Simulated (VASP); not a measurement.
# FeSi (P2_13) in VASP: vibrations by perturbation theory with PBE

Aim: the vibrations by perturbation theory of FeSi with PBE.

Program: VASP 6.6.1. These are calculated values, not measurements. Logs are shortened: lines on timing, memory, paths and dates and some standing lists are left out, and cuts for length are marked.

## Step 1: The cell of the first run

It takes space group P2_13 (No. 198, cubic). The conventional cell has a = 4.551 Å, b = 4.551 Å, c = 4.551 Å, α = 90.00°, β = 90.00°, γ = 90.00°. Within 3.1 Å of Fe (site symmetry 3) lie 7 Si at 2.31 to 2.59 Å and 6 Fe at 2.79 Å. Within 3.1 Å of Si (site symmetry 3) lie 7 Fe at 2.31 to 2.59 Å and 6 Si at 2.82 Å.

## Step 2: Vibrations by perturbation theory, PBE

Contents of INCAR:

```
SYSTEM = FeSi
ALGO = Normal
EDIFF = 1E-8
ENCUT = 520
GGA = PE
IBRION = 8
ISIF = 2
ISMEAR = 0
KPAR = 2
LASPH = .True.
LCHARG = .True.
LREAL = .False.
LWAVE = .False.
NBANDS = 34
NELM = 60
NSW = 1
PREC = Accurate
SIGMA = 0.01
```

Contents of KPOINTS:

```
k-points
0
Gamma
  8 8 8
  0 0 0
```

Contents of POSCAR:

```
FeSi
1.0
    4.5507000000      0.0000000000      0.0000000000
    0.0000000000      4.5507000000      0.0000000000
    0.0000000000      0.0000000000      4.5507000000
Fe Si
4 4
Direct
    0.1322402737      0.1322402737      0.1322402737
    0.3677597263      0.8677597263      0.6322402737
    0.6322402737      0.3677597263      0.8677597263
    0.8677597263      0.6322402737      0.3677597263
    0.8390572597      0.8390572597      0.8390572597
    0.6609427403      0.1609427403      0.3390572597
    0.3390572597      0.6609427403      0.1609427403
    0.1609427403      0.3390572597      0.6609427403
```

Potentials or basis: VASP PAW PBE potentials, release 64 (Fe, Si).

Run with:

```sh
$ cat potpaw_PBE.64/Fe/POTCAR potpaw_PBE.64/Si/POTCAR > POTCAR
$ mpirun -np 2 vasp_std > vasp.out
```

OUTCAR:

```text
SYSTEM = FeSi
   EDIFF = 1E-8
   ENCUT = 520
   GGA = PE
   IBRION = 8
   ISIF = 2
   ISMEAR = 0
   LASPH = .True.
   LREAL = .False.
   NELM = 60
   NSW = 1
   PREC = Accurate

 ion  position               nearest neighbor table
   1  0.132  0.132  0.132-   5 2.31   6 2.35   7 2.35   8 2.35   7 2.59   8 2.59   6 2.59   2 2.79
                             4 2.79   2 2.79   4 2.79   3 2.79   3 2.79
   2  0.368  0.868  0.632-   6 2.31   5 2.35   7 2.35   8 2.35   7 2.59   8 2.59   5 2.59   1 2.79
                             3 2.79   1 2.79   3 2.79   4 2.79   4 2.79
   3  0.632  0.368  0.868-   7 2.31   6 2.35   5 2.35   8 2.35   8 2.59   6 2.59   5 2.59   4 2.79
                             2 2.79   2 2.79   4 2.79   1 2.79   1 2.79
   4  0.868  0.632  0.368-   8 2.31   6 2.35   7 2.35   5 2.35   6 2.59   5 2.59   7 2.59   3 2.79
                             1 2.79   1 2.79   3 2.79   2 2.79   2 2.79
   5  0.839  0.839  0.839-   1 2.31   2 2.35   3 2.35   4 2.35   3 2.59   4 2.59   2 2.59   6 2.82
                             7 2.82   8 2.82   6 2.82   8 2.82   7 2.82
   6  0.661  0.161  0.339-   2 2.31   1 2.35   3 2.35   4 2.35   3 2.59   4 2.59   1 2.59   8 2.82
                             5 2.82   5 2.82   7 2.82   7 2.82   8 2.82
   7  0.339  0.661  0.161-   3 2.31   2 2.35   1 2.35   4 2.35   4 2.59   2 2.59   1 2.59   8 2.82
                             5 2.82   8 2.82   6 2.82   6 2.82   5 2.82
   8  0.161  0.339  0.661-   4 2.31   2 2.35   3 2.35   1 2.35   2 2.59   1 2.59   3 2.59   7 2.82
                             5 2.82   7 2.82   5 2.82   6 2.82   6 2.82

  LATTYP: Found a simple cubic cell.
[... 1174 lines left out ...]
  4Z     0.187375   -0.655959    1.665175    0.495742   -0.181195    0.285277   -0.652728    0.501465    3.004682    0.039955   -0.046992  -12.718849   -0.083970    1.521658    3.917581    0.021945    0.586276    0.798244   -1.430049   -0.064181    1.207261    1.421729   -1.661071    1.840629
  5X     1.842096    1.664133    1.422166    3.916308   -0.589707    1.431550    1.202044    1.521188   -0.018966    0.789520   -0.067388   -0.087481  -10.133043   -2.492160   -2.493187   -0.106617   -0.145293   -0.058719    1.606562    0.058016   -0.048052    0.883129    0.051211   -0.147311
  5Y     1.422166    1.842096    1.664133   -0.087481    0.789520   -0.067388    1.431550    3.916308   -0.589707   -0.018966    1.202044    1.521188   -2.493187  -10.133043   -2.492160   -0.147311    0.883129    0.051211   -0.058719   -0.106617   -0.145293   -0.048052    1.606562    0.058016
  5Z     1.664133    1.422166    1.842096    1.521188   -0.018966    1.202044   -0.067388   -0.087481    0.789520   -0.589707    1.431550    3.916308   -2.492160   -2.493187  -10.133043    0.058016   -0.048052    1.606562    0.051211   -0.147311    0.883129   -0.145293   -0.058719   -0.106617
  6X     3.916308   -0.589707   -1.431550    1.842096    1.664133   -1.422166    0.789520   -0.067388    0.087481    1.202044    1.521188    0.018966   -0.106617   -0.145293    0.058719  -10.133043   -2.492160    2.493187    0.883129    0.051211    0.147311    1.606562    0.058016    0.048052
  6Y    -0.087481    0.789520    0.067388    1.422166    1.842096   -1.664133   -0.018966    1.202044   -1.521188    1.431550    3.916308    0.589707   -0.147311    0.883129   -0.051211   -2.493187  -10.133043    2.492160   -0.048052    1.606562   -0.058016   -0.058719   -0.106617    0.145293
  6Z    -1.521188    0.018966    1.202044   -1.664133   -1.422166    1.842096    0.589707   -1.431550    3.916308    0.067388    0.087481    0.789520   -0.058016    0.048052    1.606562    2.492160    2.493187  -10.133043    0.145293    0.058719   -0.106617   -0.051211    0.147311    0.883129
  7X     1.202044   -1.521188    0.018966    0.789520    0.067388    0.087481    1.842096   -1.664133   -1.422166    3.916308    0.589707   -1.431550    1.606562   -0.058016    0.048052    0.883129   -0.051211    0.147311  -10.133043    2.492160    2.493187   -0.106617    0.145293    0.058719
  7Y    -1.431550    3.916308   -0.589707    0.018966    1.202044    1.521188   -1.422166    1.842096    1.664133    0.087481    0.789520   -0.067388    0.058719   -0.106617   -0.145293    0.048052    1.606562    0.058016    2.493187  -10.133043   -2.492160    0.147311    0.883129    0.051211
  7Z     0.067388   -0.087481    0.789520    0.589707    1.431550    3.916308   -1.664133    1.422166    1.842096   -1.521188   -0.018966    1.202044   -0.051211   -0.147311    0.883129    0.145293   -0.058719   -0.106617    2.492160   -2.493187  -10.133043   -0.058016   -0.048052    1.606562
  8X     0.789520    0.067388   -0.087481    1.202044   -1.521188   -0.018966    3.916308    0.589707    1.431550    1.842096   -1.664133    1.422166    0.883129   -0.051211   -0.147311    1.606562   -0.058016   -0.048052   -0.106617    0.145293   -0.058719  -10.133043    2.492160   -2.493187
  8Y     0.018966    1.202044   -1.521188   -1.431550    3.916308    0.589707    0.087481    0.789520    0.067388   -1.422166    1.842096   -1.664133    0.048052    1.606562   -0.058016    0.058719   -0.106617    0.145293    0.147311    0.883129   -0.051211    2.493187  -10.133043    2.492160
  8Z    -0.589707   -1.431550    3.916308   -0.067388    0.087481    0.789520    1.521188    0.018966    1.202044    1.664133   -1.422166    1.842096   -0.145293    0.058719   -0.106617    0.051211    0.147311    0.883129    0.058016    0.048052    1.606562   -2.492160    2.493187  -10.133043

 Eigenvectors and eigenvalues of the dynamical matrix
 ----------------------------------------------------

   1 f  =   12.709483 THz    79.856036 2PiTHz  423.942714 cm-1    52.562174 meV
             X         Y         Z           dx          dy          dz
      0.601786  0.601786  0.601786     0.156816   -0.098671   -0.033362
      1.673564  3.948914  2.877136     0.090764    0.090978   -0.190243
      2.877136  1.673564  3.948914     0.046379   -0.038647   -0.205701
      3.948914  2.877136  1.673564     0.112432    0.151002   -0.017903
      3.818298  3.818298  3.818298    -0.004942    0.012379   -0.088801
      3.007752  0.732402  1.542948    -0.385407   -0.431872    0.403944
      1.542948  3.007752  0.732402    -0.281437    0.358118    0.314902
      0.732402  1.542948  3.007752     0.099028   -0.086133    0.000241
[... 243 lines left out ...]
  24 f/i=    0.005267 THz     0.033093 2PiTHz    0.175683 cm-1     0.021782 meV
             X         Y         Z           dx          dy          dz
      0.601786  0.601786  0.601786    -0.022448    0.021040    0.406538
      1.673564  3.948914  2.877136    -0.022619    0.021342    0.406512
      2.877136  1.673564  3.948914    -0.022603    0.021050    0.406521
      3.948914  2.877136  1.673564    -0.022432    0.021351    0.406529
      3.818298  3.818298  3.818298    -0.016124    0.014965    0.288613
      3.007752  0.732402  1.542948    -0.015869    0.015145    0.288616
      1.542948  3.007752  0.732402    -0.015860    0.014951    0.288603
      0.732402  1.542948  3.007752    -0.016115    0.015131    0.288626

--------------------------------------------------------------------------------------------------------

 ELASTIC MODULI CONTR FROM IONIC RELAXATION (kBar)
 Direction    XX          YY          ZZ          XY          YZ          ZX
 --------------------------------------------------------------------------------
 XX        -392.1186    -83.7448    -83.7448      0.0000     -0.0000      0.0000
 YY         -83.7448   -392.1186    -83.7448     -0.0000      0.0000      0.0000
 ZZ         -83.7448    -83.7448   -392.1186     -0.0000      0.0000      0.0000
 XY           0.0000      0.0000     -0.0000    -60.4130      0.0000     -0.0000
 YZ           0.0000      0.0000     -0.0000      0.0000    -60.4130      0.0000
 ZX           0.0000     -0.0000      0.0000     -0.0000      0.0000    -60.4130
 --------------------------------------------------------------------------------
```

stdout:

```text
POSCAR found type information on POSCAR FeSi
 POSCAR found :  2 types and       8 ions
 scaLAPACK will be used
 LDA part: xc-table for (Slater+PW92), standard interpolation
 POSCAR, INCAR and KPOINTS ok, starting setup
 FFT: planning ... GRIDC
 FFT: planning ... GRID_SOFT
 FFT: planning ... GRID
 WAVECAR not read
 entering main loop
 Linear response reoptimize wavefunctions to high precision
 Linear response DOF=           2
 Linear response progress:
 first order change of Fermi-energy   0.36551E-01
 force on displaced ion       1 direction 1 : -12.719   0.040   0.047
 Linear response progress:
 first order change of Fermi-energy   0.17057E+00
 force on displaced ion       5 direction 1 : -10.133  -2.492  -2.493
 Linear response finished
```

It took 10 min on 2 MPI ranks of Intel Xeon 6975P-C (Granite Rapids), shared host; peak memory 1.4 GiB.

What came out:

```yaml
Highest_phonon_frequency_at_Γ: 424 cm⁻¹
```

Phonon frequencies in cm⁻¹ (negative: imaginary):
```csv
q point,frequencies
"(0.000, 0.000, 0.000)",0 0 0 192 192 206 206 206 212 277 277 277 302 302 302 304 304 320 320 320 371 424 424 424
```

Caveat: the cell stands under pressure or tension, which shifts response properties; the run has no spin polarisation, though such a crystal can be magnetic.
